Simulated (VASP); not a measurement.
# PbO in VASP: notebook

PbO is run at these levels: PBE+D3(BJ); tasks: single point.

Everything below comes from runs of VASP 6.6.1. Logs are shortened: lines on timing, memory, paths and dates and some standing lists are left out, and cuts for length are marked.

## (1) The cell of the first run

The cell holds a slab with vacuum, 4 atoms: a = 4.119 Å, b = 4.119 Å, c = 30.749 Å, α = 90.00°, β = 90.00°, γ = 90.00°.

## (2) Single point, PBE+D3(BJ)

INCAR

```
SYSTEM = PbO
ALGO     = Normal         ! electronic algorithm
DIPOL    = 0.5 0.5 0.500
EDIFF    = 1E-6           ! SCF threshold, eV
ENCUT    = 520            ! plane-wave cutoff, eV
GGA      = PE             ! functional
IDIPOL   = 3            
ISIF     = 2              ! what is computed and relaxed
ISMEAR   = 0              ! smearing method
IVDW     = 12             ! dispersion correction
LASPH    = .TRUE.         ! aspherical terms in the spheres
LCHARG   = .FALSE.        ! write CHGCAR
LDIPOL   = .TRUE.       
LREAL    = .FALSE.        ! projectors in reciprocal space
LWAVE    = .FALSE.        ! write WAVECAR
NBANDS   = 28             ! bands
NELM     = 60             ! most SCF steps
PREC     = Accurate       ! precision mode
SIGMA    = 0.02           ! smearing width, eV
```

KPOINTS

```
k-points
0
G
  6 6 1
  0 0 0
```

POSCAR

```
PbO
1.0
    4.1190000000      0.0000000000      0.0000000000
    0.0000000000      4.1190000000      0.0000000000
    0.0000000000      0.0000000000     30.7493267952
Pb O
2 2
Direct
    0.5000000000      0.0000000000      0.4634788752
    0.0000000000      0.5000000000      0.5365211248
    0.0000000000      0.0000000000      0.5000000000
    0.5000000000      0.5000000000      0.5000000000
```

Potentials or basis: VASP PAW PBE potentials, release 64 (Pb_d, O).

Run with:

```console
> cat potpaw_PBE.64/Pb_d/POTCAR potpaw_PBE.64/O/POTCAR > POTCAR
> mpirun -np 1 vasp_std > vasp.out
```

OUTCAR:

```text
SYSTEM = PbO
   EDIFF = 1E-6
   ENCUT = 520
   GGA = PE
   ISIF = 2
   ISMEAR = 0
   IVDW = 12
   LASPH = .TRUE.
   LREAL = .FALSE.
   NELM = 60
   PREC = Accurate
 IVDW          = 12

 ion  position               nearest neighbor table
   1  0.500  0.000  0.463-   3 2.35   4 2.35   4 2.35   3 2.35   2 3.68   2 3.68   2 3.68   2 3.68

   2  0.000  0.500  0.537-   3 2.35   4 2.35   3 2.35   4 2.35   1 3.68   1 3.68   1 3.68   1 3.68

   3  0.000  0.000  0.500-   1 2.35   2 2.35   2 2.35   1 2.35
   4  0.500  0.500  0.500-   1 2.35   2 2.35   1 2.35   2 2.35

  LATTYP: Found a simple tetragonal cell.
 ALAT       =     4.1190000000
 C/A-ratio  =     7.4652407854

  Lattice vectors:

 A1 = (   4.1190000000,   0.0000000000,   0.0000000000)
 A2 = (   0.0000000000,   4.1190000000,   0.0000000000)
 A3 = (   0.0000000000,   0.0000000000,  30.7493267952)

Analysis of symmetry for initial positions (statically):
=====================================================================
 Subroutine PRICEL returns:
 Original cell was already a primitive cell.

 Routine SETGRP: Setting up the symmetry group for a
 simple tetragonal supercell.

 Subroutine GETGRP returns: Found 16 space group operations
 (whereof  8 operations were pure point group operations)
 out of a pool of 16 trial point group operations.

The static configuration has the point symmetry D_2d.
 The point group associated with its full space group is D_4h.

Analysis of symmetry for dynamics (positions and initial velocities):
=====================================================================
 Subroutine PRICEL returns:
 Original cell was already a primitive cell.

 Routine SETGRP: Setting up the symmetry group for a
 simple tetragonal supercell.

 Subroutine GETGRP returns: Found 16 space group operations
 (whereof  8 operations were pure point group operations)
 out of a pool of 16 trial point group operations.

The dynamic configuration has the point symmetry D_2d.
 The point group associated with its full space group is D_4h.

 Subroutine INISYM returns: Found 16 space group operations
 (whereof  8 operations are pure point group operations),
 and found     1 'primitive' translations

----------------------------------------------------------------------------------------

                                     Primitive cell

  volume of cell :     521.6980

  direct lattice vectors                    reciprocal lattice vectors
     4.119000000  0.000000000  0.000000000     0.242777373  0.000000000  0.000000000
     0.000000000  4.119000000  0.000000000     0.000000000  0.242777373  0.000000000
     0.000000000  0.000000000 30.749326795     0.000000000  0.000000000  0.032521037

  length of vectors
     4.119000000  4.119000000 30.749326795     0.242777373  0.242777373  0.032521037

  position of ions in fractional coordinates (direct lattice)
     0.500000000  0.000000000  0.463478875
     0.000000000  0.500000000  0.536521125
     0.000000000  0.000000000  0.500000000
     0.500000000  0.500000000  0.500000000

  ion indices of the primitive-cell ions
   primitive index   ion index
                 1           1
                 2           2
                 3           3
                 4           4

----------------------------------------------------------------------------------------

 KPOINTS: k-points

Automatic generation of k-mesh.
 Grid dimensions read from file:
 generate k-points for:    6    6    1

 Generating k-lattice:

  Cartesian coordinates                     Fractional coordinates (reciprocal lattice)
     0.040462896  0.000000000  0.000000000     0.166666667  0.000000000  0.000000000
     0.000000000  0.040462896  0.000000000     0.000000000  0.166666667  0.000000000
     0.000000000  0.000000000  0.032521037     0.000000000  0.000000000  1.000000000

  Length of vectors
     0.040462896  0.040462896  0.032521037

  Shift w.r.t. Gamma in fractional coordinates (k-lattice)
     0.000000000  0.000000000  0.000000000

 Subroutine IBZKPT returns following result:
 ===========================================

 Found     10 irreducible k-points:

 Following reciprocal coordinates:
            Coordinates               Weight
  0.000000  0.000000  0.000000      1.000000
  0.166667  0.000000  0.000000      4.000000
  0.333333  0.000000  0.000000      4.000000
  0.500000  0.000000  0.000000      2.000000
  0.166667  0.166667  0.000000      4.000000
  0.333333  0.166667  0.000000      8.000000
  0.500000  0.166667  0.000000      4.000000
  0.333333  0.333333  0.000000      4.000000
  0.500000  0.333333  0.000000      4.000000
  0.500000  0.500000  0.000000      1.000000
   k-points           NKPTS =     10   k-points in BZ     NKDIM =     10   number of bands    NBANDS=     28
   number of dos      NEDOS =    301   number of ions     NIONS =      4
   total plane-waves  NPLWV = 245760
   dimension x,y,z NGX =    32 NGY =   32 NGZ =  240
   dimension x,y,z NGXF=    64 NGYF=   64 NGZF=  480
   ions per type =               2   2
   NGX,Y,Z   is equivalent  to a cutoff of  12.92, 12.92, 12.98 a.u.
   NGXF,Y,Z  is equivalent  to a cutoff of  25.83, 25.83, 25.95 a.u.
 SYSTEM =  PbO
   PREC   = accura    normal or accurate (medium, high low for compatibility)
   ISTART =      0    job   : 0-new  1-cont  2-samecut
   ICHARG =      2    charge: 1-file 2-atom 10-const
   ISPIN  =      1    spin polarized calculation?
   LNONCOLLINEAR =      F non collinear calculations
   LSORBIT =      F    spin-orbit coupling
   LASPH  =      T    aspherical Exc in radial PAW
   ENCUT  =  520.0 eV  38.22 Ry    6.18 a.u.   7.66  7.66 57.17*2*pi/ulx,y,z
   NELM   =     60;   NELMIN=  2; NELMDL= -5     # of ELM steps
   EDIFF  = 0.1E-05   stopping-criterion for ELM
   LREAL  =      F    real-space projection
   EDIFFG = 0.1E-04   stopping-criterion for IOM
   NSW    =      0    number of steps for IOM
   IBRION =     -1    ionic relax: 0-MD 1-quasi-New 2-CG
   NFREE  =      0    steps in history (QN), initial steepest desc. (CG)
   ISIF   =      2    stress and relaxation
   ISYM   =      2    0-nonsym 1-usesym 2-fastsym
   POTIM  = 0.5000    time-step for ionic-motion
   TEBEG  =    0.0;   TEEND  =   0.0 temperature during run
   PSTRESS=    0.0 pullay stress
   NELECT =      40.0000    total number of electrons
   NUPDOWN=      -1.0000    fix difference up-down
   EMIN   =  10.00;   EMAX   =-10.00  energy-range for DOS
   EFERMI =   0.00;   METHOD = LEGACY
   ISMEAR =     0;   SIGMA  =   0.02  broadening in eV -4-tet -1-fermi 0-gaus
   EFERMI_NEDOS =   21; number of points for ismear=-14 and -15
   IALGO  =     38    algorithm
   IMIX   =      4    mixing-type and parameters
     AMIX     =   0.40;   BMIX     =  1.00
     AMIX_MAG =   1.60;   BMIX_MAG =  1.00
  volume/ion in A,a.u.               =     130.42       880.15
  Fermi-wavevector in a.u.,A,eV,Ry     =   0.695486  1.314278  6.581150  0.483701
  Thomas-Fermi vector in A             =   1.778272
   LORBIT       =      0    0 simple, 1 ext, 2 COOP (PROOUT), +10 PAW based schemes
   GGA     = PE    functional components
   LHFCALC =     F    Hartree Fock is set to
   AEXX    =    0.0000 exact exchange contribution
   IVDW    =    12    specifies the selected vdW correction
   LEPSILON=     F    determine dielectric tensor
   LRPA    =     F    only Hartree local field effects (RPA)
 non-spin polarized calculation
 Gauss-broadening in eV      SIGMA  =   0.02
  energy-cutoff  :      520.00
  volume of cell :      521.70
 maximum number of plane-waves:     14104
 NGX is ok and might be reduce to    32
   NGX = 15   NGY = 15   NGZ =115

 dipolmoment           0.000000      0.000000      0.000000 electrons x Angstroem

 number of electron      40.0000008 magnetization

 dipolmoment           0.000000      0.000000     -0.000000 electrons x Angstroem

 Free energy of the ion-electron system (eV)
  ---------------------------------------------------
  ext. energy  EPLUGINS =         0.00000000
  ---------------------------------------------------
  free energy    TOTEN  =       -21.42531650 eV

  energy without entropy =      -21.42531650  energy(sigma->0) =      -21.42531650

 E-fermi :  -2.9357     XC(G=0):  -1.9410

 val. band max:       -3.0403233103   @ k =   0.0000   0.0000   0.0000
 cond. band min:      -0.8764617360   @ k =   0.0000   0.0000   0.0000
 fundamental gap:      2.1638615743
 Fermi energy:        -2.9356974768

 k-point     1 :       0.0000    0.0000    0.0000
  band No.  band energies     occupation
      1     -20.7026      2.00000
      2     -20.3711      2.00000
      3     -18.6061      2.00000
      4     -18.6061      2.00000
      5     -18.5665      2.00000
      6     -18.5187      2.00000
[... 20 lines left out ...]
     27       2.4677      0.00000
     28       2.6008      0.00000

 k-point     2 :       0.1667    0.0000    0.0000
  band No.  band energies     occupation
      1     -20.6589      2.00000
      2     -20.3768      2.00000
      3     -18.6036      2.00000
      4     -18.5879      2.00000
      5     -18.5528      2.00000
      6     -18.5062      2.00000
[... 20 lines left out ...]
     27       2.1848      0.00000
     28       2.8050      0.00000

 k-point     3 :       0.3333    0.0000    0.0000
  band No.  band energies     occupation
      1     -20.5610      2.00000
      2     -20.4043      2.00000
      3     -18.5951      2.00000
      4     -18.5484      2.00000
      5     -18.5461      2.00000
      6     -18.5092      2.00000
[... 20 lines left out ...]
     27       2.7051      0.00000
     28       2.9360      0.00000

 k-point     4 :       0.5000    0.0000    0.0000
  band No.  band energies     occupation
      1     -20.4665      2.00000
      2     -20.4665      2.00000
      3     -18.5770      2.00000
      4     -18.5770      2.00000
      5     -18.5138      2.00000
      6     -18.5138      2.00000
[... 144 lines left out ...]
     27       3.3468      0.00000
     28       3.3996      0.00000

 k-point     9 :       0.5000    0.3333    0.0000
  band No.  band energies     occupation
      1     -20.4248      2.00000
      2     -20.4248      2.00000
      3     -18.5129      2.00000
      4     -18.5129      2.00000
      5     -18.4853      2.00000
      6     -18.4853      2.00000
[... 20 lines left out ...]
     27       4.0683      0.00000
     28       4.0683      0.00000

 k-point    10 :       0.5000    0.5000    0.0000
  band No.  band energies     occupation
      1     -20.4132      2.00000
      2     -20.4132      2.00000
      3     -18.5079      2.00000
      4     -18.5079      2.00000
      5     -18.4478      2.00000
      6     -18.4478      2.00000
[... 20 lines left out ...]
     27       3.5073      0.00000
     28       3.5073      0.00000

------------------------ aborting loop because EDIFF is reached ----------------------------------------

 vacuum level on the upper side and lower side of the slab       (xc-potential included)        -0.006        -0.006

 Edisp (eV)   -0.52576

 E8    (eV) :    -0.2503

  FORCE on cell =-STRESS in cart. coord.  units (eV):
  Direction    XX          YY          ZZ          XY          YZ          ZX
  --------------------------------------------------------------------------------------
  -------------------------------------------------------------------------------------
  Total      -0.28048    -0.28048     1.27593     0.00000     0.00000     0.00000
  in kB      -0.86138    -0.86138     3.91849     0.00000     0.00000     0.00000
  external pressure =        0.73 kB  Pullay stress =        0.00 kB

 VOLUME and BASIS-vectors are now :
 -----------------------------------------------------------------------------
  energy-cutoff  :      520.00
  volume of cell :      521.70
      direct lattice vectors                 reciprocal lattice vectors
     4.119000000  0.000000000  0.000000000     0.242777373  0.000000000  0.000000000
     0.000000000  4.119000000  0.000000000     0.000000000  0.242777373  0.000000000
     0.000000000  0.000000000 30.749326795     0.000000000  0.000000000  0.032521037

 POSITION                                       TOTAL-FORCE (eV/Angst)
 -----------------------------------------------------------------------------------
      2.05950      0.00000     14.25166         0.000000     -0.000000     -0.602155
      0.00000      2.05950     16.49766        -0.000000      0.000000      0.602155
      0.00000      0.00000     15.37466         0.000000     -0.000000     -0.000000
      2.05950      2.05950     15.37466         0.000000     -0.000000     -0.000000
 -----------------------------------------------------------------------------------
    total drift:                                0.000000      0.000000     -0.000000

  FREE ENERGIE OF THE ION-ELECTRON SYSTEM (eV)
  ---------------------------------------------------
  free  energy   TOTEN  =       -21.9510770699 eV

  energy  without entropy=      -21.9510770699  energy(sigma->0) =      -21.95107707

 vacuum level on the upper side and lower side of the slab         1.397         1.397
```

It took 2.5 min on 1 thread of Intel Xeon 6975P-C (Granite Rapids), shared host; peak memory 0.58 GiB.

Results:

- Free energy: -21.9511 eV
- Largest force: 0.602 eV/Å
- Band gap on the k mesh: 2.16 eV
- Dispersion energy per atom: -0.131 eV

Forces on the atoms (eV/Å):
```
Pb   0.000  0.000 -0.602
Pb   0.000  0.000  0.602
O    0.000  0.000  0.000
O    0.000  0.000  0.000
```

Levels at points of the mesh, in eV from the valence-band top:
```csv
k point,band 17,band 18,band 19,band 20,band 21,band 22,band 23,band 24
"(0.00, 0.00, 0.00)",-1.38,-1.38,-1.19,0.00,2.16,2.35,4.39,4.42
"(0.50, 0.00, 0.00)",-2.58,-2.58,-0.62,-0.62,3.45,3.45,4.60,4.60
"(0.50, 0.50, 0.00)",-1.23,-1.23,-0.71,-0.71,3.19,3.19,5.26,5.26
```

Caveat: spin-orbit coupling is left out, which moves the levels of the heavy elements.

## (3) Single point, PBE+D3(BJ)

INCAR

```
SYSTEM = PbO
PREC = Accurate
ENCUT = 520
EDIFF = 1E-6
ISMEAR = 0
SIGMA = 0.02
LREAL = .False.
LASPH = .True.
NELM = 60
ALGO = Normal
ISIF = 2
LWAVE = .False.
LCHARG = .True.
LDIPOL = .True.
IDIPOL = 3
DIPOL = 0.5 0.5 0.500
GGA = PE
IVDW = 12
LELF = .True.
LVHAR = .True.
LVACPOTAV = .True.
NBANDS = 28
```

KPOINTS

```
regular mesh
0
Gamma
  6 6 1
  0 0 0
```

Changes to POSCAR since step 2:

```diff
@@ -8,4 +8,4 @@
 Direct
-    0.5000000000      0.0000000000      0.4634788752
-    0.0000000000      0.5000000000      0.5365211248
+    0.5000000000      0.0000000000      0.4607471081
+    0.0000000000      0.5000000000      0.5392528919
     0.0000000000      0.0000000000      0.5000000000
```

Potentials or basis: VASP PAW PBE potentials, release 64 (Pb_d, O).

Run with:

```console
> cat potpaw_PBE.64/Pb_d/POTCAR potpaw_PBE.64/O/POTCAR > POTCAR
> mpirun -np 1 vasp_std > vasp.out
```

It took 2.5 min on 1 thread of Intel Xeon 6975P-C (Granite Rapids), shared host; peak memory 0.58 GiB.

The run converged. Its results:

* Free energy: -21.9557 eV
* Largest force: 0.539 eV/Å
* Band gap on the k mesh: 2.38 eV
* Dispersion energy per atom: -0.130 eV

Forces in eV/Å, atoms in the order of the input:
```
Pb   0.000  0.000  0.539
Pb   0.000  0.000 -0.539
O    0.000  0.000  0.000
O    0.000  0.000  0.000
```

Levels at points of the mesh, in eV from the valence-band top:
```tsv
k point	band 17	band 18	band 19	band 20	band 21	band 22	band 23	band 24
(0.00, 0.00, 0.00)	-0.98	-0.95	-0.95	0.00	2.38	2.39	4.37	4.41
(0.50, 0.00, 0.00)	-2.15	-2.15	-0.62	-0.62	3.32	3.32	4.62	4.62
(0.50, 0.50, 0.00)	-1.30	-1.30	-0.36	-0.36	3.06	3.06	5.05	5.05
```

Caveat: spin-orbit coupling is left out, which moves the levels of the heavy elements.

(Part 1 of 2 ends here.)
